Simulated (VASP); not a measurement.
# SnSe2 (P1) in VASP: single point with PBE

Aim: the single point of SnSe2 with PBE.

Program: VASP 6.6.1. These are calculated values, not measurements. Logs are shortened: lines on timing, memory, paths and dates and some standing lists are left out, and cuts for length are marked.

## Step 1: The cell of the first run

The typed cell holds 3 atoms: a = 3.811 Å, b = 3.811 Å, c = 6.137 Å, α = 90.00°, β = 90.00°, γ = 120.00°.

## Step 2: Single point, PBE (atom 2 (Se) moved by (-0.600, -0.300) A along x and z)

File INCAR:

```
ALGO     = Normal         # electronic algorithm
EDIFF    = 1E-6           # SCF threshold, eV
ENCUT    = 520            # plane-wave cutoff, eV
GGA      = PE             # functional
ISIF     = 2              # what is computed and relaxed
ISMEAR   = 0              # smearing method
LASPH    = T              # aspherical terms in the spheres
LCHARG   = F              # write CHGCAR
LREAL    = F              # projectors in reciprocal space
LWAVE    = F              # write WAVECAR
NBANDS   = 20             # bands
NELM     = 100            # most SCF steps
PREC     = Accurate       # precision mode
SIGMA    = 0.05           # smearing width, eV
```

File KPOINTS:

```
k-points
0
Gamma
  12 12 6
```

File POSCAR:

```
SnSe2
1.0
    3.8109987816      0.0000000000      0.0000000000
   -1.9054993908      3.3004217586      0.0000000000
    0.0000000000      0.0000000000      6.1370000000
Sn Se
1 2
Direct
    0.0000000000      0.0000000000      0.0000000000
    0.1758942906      0.6666666667      0.2011161805
    0.6666666667      0.3333333333      0.7500000000
```

Potentials or basis: VASP PAW PBE potentials, release 64 (Sn_d, Se).

On the command line:

```bash
$ cat potpaw_PBE.64/Sn_d/POTCAR potpaw_PBE.64/Se/POTCAR > POTCAR
$ mpirun -np 1 vasp_std > vasp.out
```

OUTCAR:

```text
EDIFF = 1E-6
   ENCUT = 520
   GGA = PE
   ISIF = 2
   ISMEAR = 0
   LASPH = T
   LREAL = F
   NELM = 100
   PREC = Accurate

 ion  position               nearest neighbor table
   1  0.000  0.000  0.000-   2 2.11   2 2.59   3 2.68   3 2.68   3 2.68   2 3.00
   2  0.176  0.667  0.201-   1 2.11   1 2.59   1 3.00
   3  0.667  0.333  0.750-   1 2.68   1 2.68   1 2.68

  LATTYP: Found a hexagonal cell.
 ALAT       =     3.8109987816
 C/A-ratio  =     1.6103390087

  Lattice vectors:

 A1 = (   3.8109987816,   0.0000000000,   0.0000000000)
 A2 = (  -1.9054993908,   3.3004217586,   0.0000000000)
 A3 = (   0.0000000000,   0.0000000000,   6.1370000000)

Analysis of symmetry for initial positions (statically):
=====================================================================
 Subroutine PRICEL returns:
 Original cell was already a primitive cell.

 Routine SETGRP: Setting up the symmetry group for a
 hexagonal supercell.

 Subroutine GETGRP returns: Found  1 space group operations
 (whereof  1 operations were pure point group operations)
 out of a pool of 24 trial point group operations.

The static configuration has the point symmetry C_1 .

Analysis of symmetry for dynamics (positions and initial velocities):
=====================================================================
 Subroutine PRICEL returns:
 Original cell was already a primitive cell.

 Routine SETGRP: Setting up the symmetry group for a
 hexagonal supercell.

 Subroutine GETGRP returns: Found  1 space group operations
 (whereof  1 operations were pure point group operations)
 out of a pool of 24 trial point group operations.

The dynamic configuration has the point symmetry C_1 .

 Subroutine INISYM returns: Found  1 space group operations
 (whereof  1 operations are pure point group operations),
 and found     1 'primitive' translations

----------------------------------------------------------------------------------------

                                     Primitive cell

  volume of cell :      77.1906

  direct lattice vectors                    reciprocal lattice vectors
     3.810998782  0.000000000  0.000000000     0.262398405  0.151495789  0.000000000
    -1.905499391  3.300421759  0.000000000     0.000000000  0.302991579  0.000000000
     0.000000000  0.000000000  6.137000000     0.000000000  0.000000000  0.162946065

  length of vectors
     3.810998782  3.810998782  6.137000000     0.302991579  0.302991579  0.162946065

  position of ions in fractional coordinates (direct lattice)
     0.000000000  0.000000000  0.000000000
     0.175894291  0.666666667  0.201116181
     0.666666667  0.333333333  0.750000000

  ion indices of the primitive-cell ions
   primitive index   ion index
                 1           1
                 2           2
                 3           3

----------------------------------------------------------------------------------------

 KPOINTS: k-points

Automatic generation of k-mesh.
 Grid dimensions read from file:
 generate k-points for:   12   12    6

 Generating k-lattice:

  Cartesian coordinates                     Fractional coordinates (reciprocal lattice)
     0.021866534  0.012624649  0.000000000     0.083333333 -0.000000000  0.000000000
     0.000000000  0.025249298  0.000000000     0.000000000  0.083333333  0.000000000
     0.000000000  0.000000000  0.027157677     0.000000000  0.000000000  0.166666667

  Length of vectors
     0.025249298  0.025249298  0.027157677

  Shift w.r.t. Gamma in fractional coordinates (k-lattice)
     0.000000000  0.000000000  0.000000000

 Subroutine IBZKPT returns following result:
 ===========================================

 Found    436 irreducible k-points:

 Following reciprocal coordinates:
            Coordinates               Weight
  0.000000  0.000000  0.000000      1.000000
  0.083333  0.000000  0.000000      2.000000
  0.000000  0.083333  0.000000      2.000000
 -0.083333  0.083333  0.000000      2.000000
  0.166667  0.000000  0.000000      2.000000
  0.000000  0.166667  0.000000      2.000000
[... 16 lines left out ...]
  0.166667  0.083333  0.000000      2.000000
 -0.083333  0.250000  0.000000      2.000000
 [... further k-points ...]
   k-points           NKPTS =    436   k-points in BZ     NKDIM =    436   number of bands    NBANDS=     20
   number of dos      NEDOS =    301   number of ions     NIONS =      3
   total plane-waves  NPLWV =  37632
   dimension x,y,z NGX =    28 NGY =   28 NGZ =   48
   dimension x,y,z NGXF=    56 NGYF=   56 NGZF=   96
   ions per type =               1   2
   NGX,Y,Z   is equivalent  to a cutoff of  12.21, 12.21, 13.00 a.u.
   NGXF,Y,Z  is equivalent  to a cutoff of  24.43, 24.43, 26.01 a.u.
 SYSTEM =  unknown system
   PREC   = accura    normal or accurate (medium, high low for compatibility)
   ISTART =      0    job   : 0-new  1-cont  2-samecut
   ICHARG =      2    charge: 1-file 2-atom 10-const
   ISPIN  =      1    spin polarized calculation?
   LNONCOLLINEAR =      F non collinear calculations
   LSORBIT =      F    spin-orbit coupling
   LASPH  =      T    aspherical Exc in radial PAW
   ENCUT  =  520.0 eV  38.22 Ry    6.18 a.u.   7.09  7.09 11.41*2*pi/ulx,y,z
   NELM   =    100;   NELMIN=  2; NELMDL= -5     # of ELM steps
   EDIFF  = 0.1E-05   stopping-criterion for ELM
   LREAL  =      F    real-space projection
   EDIFFG = 0.1E-04   stopping-criterion for IOM
   NSW    =      0    number of steps for IOM
   IBRION =     -1    ionic relax: 0-MD 1-quasi-New 2-CG
   NFREE  =      0    steps in history (QN), initial steepest desc. (CG)
   ISIF   =      2    stress and relaxation
   ISYM   =      2    0-nonsym 1-usesym 2-fastsym
   POTIM  = 0.5000    time-step for ionic-motion
   TEBEG  =    0.0;   TEEND  =   0.0 temperature during run
   PSTRESS=    0.0 pullay stress
   NELECT =      26.0000    total number of electrons
   NUPDOWN=      -1.0000    fix difference up-down
   EMIN   =  10.00;   EMAX   =-10.00  energy-range for DOS
   EFERMI =   0.00;   METHOD = LEGACY
   ISMEAR =     0;   SIGMA  =   0.05  broadening in eV -4-tet -1-fermi 0-gaus
   EFERMI_NEDOS =   21; number of points for ismear=-14 and -15
   IALGO  =     38    algorithm
   IMIX   =      4    mixing-type and parameters
     AMIX     =   0.40;   BMIX     =  1.00
     AMIX_MAG =   1.60;   BMIX_MAG =  1.00
  volume/ion in A,a.u.               =      25.73       173.64
  Fermi-wavevector in a.u.,A,eV,Ry     =   1.139054  2.152501 17.652812  1.297445
  Thomas-Fermi vector in A             =   2.275758
   LORBIT       =      0    0 simple, 1 ext, 2 COOP (PROOUT), +10 PAW based schemes
   GGA     = PE    functional components
   LHFCALC =     F    Hartree Fock is set to
   AEXX    =    0.0000 exact exchange contribution
   IVDW    =     0    specifies the selected vdW correction
   LEPSILON=     F    determine dielectric tensor
   LRPA    =     F    only Hartree local field effects (RPA)
 non-spin polarized calculation
 Gauss-broadening in eV      SIGMA  =   0.05
  energy-cutoff  :      520.00
  volume of cell :       77.19
 maximum number of plane-waves:      2109
   NGX = 15   NGY = 15   NGZ = 23

 number of electron      26.0000006 magnetization

 Free energy of the ion-electron system (eV)
  ---------------------------------------------------
  ext. energy  EPLUGINS =         0.00000000
  ---------------------------------------------------
  free energy    TOTEN  =        -9.31969821 eV

  energy without entropy =       -9.31969290  energy(sigma->0) =       -9.31969555

 E-fermi :   4.5875     XC(G=0):  -9.3007

 val. band max:        4.4918247504   @ k =  -0.2500   0.3333   0.0000
 cond. band min:       4.6681474281   @ k =   0.5000  -0.0000   0.5000
 fundamental gap:      0.1763226776
 Fermi energy:         4.5874790029

 k-point     1 :       0.0000    0.0000    0.0000
  band No.  band energies     occupation
      1     -17.8485      2.00000
      2     -17.5271      2.00000
      3     -17.5023      2.00000
      4     -17.4579      2.00000
      5     -17.4312      2.00000
      6     -10.6895      2.00000
[... 12 lines left out ...]
     19      12.5435      0.00000
     20      13.5669      0.00000

 k-point     2 :       0.0833    0.0000    0.0000
  band No.  band energies     occupation
      1     -17.8501      2.00000
      2     -17.5279      2.00000
      3     -17.4994      2.00000
      4     -17.4602      2.00000
      5     -17.4296      2.00000
      6     -10.6227      2.00000
[... 12 lines left out ...]
     19      12.6657      0.00000
     20      12.9754      0.00000

 k-point     3 :       0.0000    0.0833    0.0000
  band No.  band energies     occupation
      1     -17.8496      2.00000
      2     -17.5239      2.00000
      3     -17.5029      2.00000
      4     -17.4602      2.00000
      5     -17.4296      2.00000
      6     -10.6180      2.00000
[... 12 lines left out ...]
     19      12.2848      0.00000
     20      13.3634      0.00000

 k-point     4 :      -0.0833    0.0833    0.0000
  band No.  band energies     occupation
      1     -17.8527      2.00000
      2     -17.5229      2.00000
      3     -17.4995      2.00000
      4     -17.4584      2.00000
      5     -17.4324      2.00000
      6     -10.6204      2.00000
[... 12 lines left out ...]
     19      12.5381      0.00000
     20      13.3398      0.00000

 k-point     5 :       0.1667    0.0000    0.0000
  band No.  band energies     occupation
      1     -17.8545      2.00000
      2     -17.5303      2.00000
      3     -17.4919      2.00000
      4     -17.4661      2.00000
      5     -17.4248      2.00000
      6     -10.4276      2.00000
[... 12 lines left out ...]
     19      12.5251      0.00000
     20      12.8496      0.00000
[... 353 lines left out ...]
      6     -10.4773      2.00000
[... 12 lines left out ...]
     19      12.5134      0.00000
     20      12.8592      0.00000

 k-point    22 :      -0.1667    0.0833    0.0000
  band No.  band energies     occupation
      1     -17.8584      2.00000
      2     -17.5239      2.00000
      3     -17.4913      2.00000
      4     -17.4607      2.00000
      5     -17.4317      2.00000
      6     -10.4914      2.00000
[... 12 lines left out ...]
     19      12.6386      0.00000
     20      13.2523      0.00000

 k-point    23 :       0.1667    0.0833    0.0000
  band No.  band energies     occupation
      1     -17.8533      2.00000
      2     -17.5300      2.00000
      3     -17.4934      2.00000
      4     -17.4740      2.00000
      5     -17.4167      2.00000
      6     -10.2305      2.00000
[... 12 lines left out ...]
     19      12.6236      0.00000
     20      13.1435      0.00000

 k-point    24 :      -0.0833    0.2500    0.0000
  band No.  band energies     occupation
      1     -17.8644      2.00000
      2     -17.5087      2.00000
      3     -17.4922      2.00000
      4     -17.4669      2.00000
      5     -17.4277      2.00000
      6     -10.2026      2.00000
[... 12 lines left out ...]
     19      11.8583      0.00000
     20      13.2128      0.00000

 [... further k-points ...]

------------------------ aborting loop because EDIFF is reached ----------------------------------------

  FORCE on cell =-STRESS in cart. coord.  units (eV):
  Direction    XX          YY          ZZ          XY          YZ          ZX
  --------------------------------------------------------------------------------------
  -------------------------------------------------------------------------------------
  Total        9.1207087      9.4182775     13.1480628     -4.9177897     -4.0665974      8.2255396
  in kB      189.3105391    195.4869140    272.9027910   -102.0742404    -84.4067914    170.7303016
  external PRESSURE =     219.2334147 kB  Pullay stress =       0.0000000 kB

 VOLUME and BASIS-vectors are now :
 -----------------------------------------------------------------------------
  energy-cutoff  :      520.00
  volume of cell :       77.19
      direct lattice vectors                 reciprocal lattice vectors
     3.810998782  0.000000000  0.000000000     0.262398405  0.151495789  0.000000000
    -1.905499391  3.300421759  0.000000000     0.000000000  0.302991579  0.000000000
     0.000000000  0.000000000  6.137000000     0.000000000  0.000000000  0.162946065

 POSITION                                       TOTAL-FORCE (eV/Angst)
 -----------------------------------------------------------------------------------
      0.00000      0.00000      0.00000        -5.727124      4.376826     -6.715697
     -0.60000      2.20028      1.23425         6.249907     -3.878394      8.202700
      1.90550      1.10014      4.60275        -0.522784     -0.498432     -1.487003
 -----------------------------------------------------------------------------------
    total drift:                               -0.000181      0.000053     -0.000241

  FREE ENERGIE OF THE ION-ELECTRON SYSTEM (eV)
  ---------------------------------------------------
  free  energy   TOTEN  =        -9.3196982099 eV

  energy  without entropy=       -9.3196928999  energy(sigma->0) =       -9.31969555
```

Wall time 15 min (1 thread of Intel Xeon 8259CL, shared host); peak memory 0.7 GiB.

Results:

```
Free energy            : -9.3197 eV
Pressure               : 21.9 GPa
Largest force          : 11.018 eV/Å
Band gap on the k mesh : 0.18 eV (least direct gap 0.72 eV)
```

Forces on the atoms (eV/Å):
```
Sn  -5.727  4.377 -6.716
Se   6.250 -3.878  8.203
Se  -0.523 -0.498 -1.487
```

Levels at points of the mesh, in eV from the valence-band top:
```csv
k point,band 11,band 12,band 13,band 14,band 15,band 16
"(0.00, 0.00, 0.00)",-0.57,-0.40,-0.13,0.59,2.40,3.23
"(0.50, 0.00, 0.00)",-2.14,-1.90,-1.12,0.51,3.14,6.01
"(0.00, 0.50, 0.00)",-2.52,-1.66,-0.93,1.29,2.67,5.81
"(0.50, 0.50, 0.00)",-3.29,-0.89,-0.17,0.98,3.47,4.66
"(0.00, 0.00, 0.50)",-1.24,-0.55,-0.44,1.14,2.64,3.19
"(0.50, 0.00, 0.50)",-1.65,-1.37,-0.72,0.18,2.96,4.49
"(0.00, 0.50, 0.50)",-2.13,-1.77,-0.37,1.07,2.66,5.31
"(0.50, 0.50, 0.50)",-2.94,-1.52,-0.59,1.69,4.01,5.17
```

Caveat: the cell differs from its parent crystal (atom 2 (Se) moved by (-0.600, -0.300) A along x and z); the stress differs along the axes, from 19 to 27 GPa; semilocal functionals underestimate gaps, and a narrow one can read as zero; spin-orbit coupling is left out, which moves the levels of the heavy elements; forces of over 1 eV/Å act on the atoms, so gaps and moduli don't describe the material at rest.
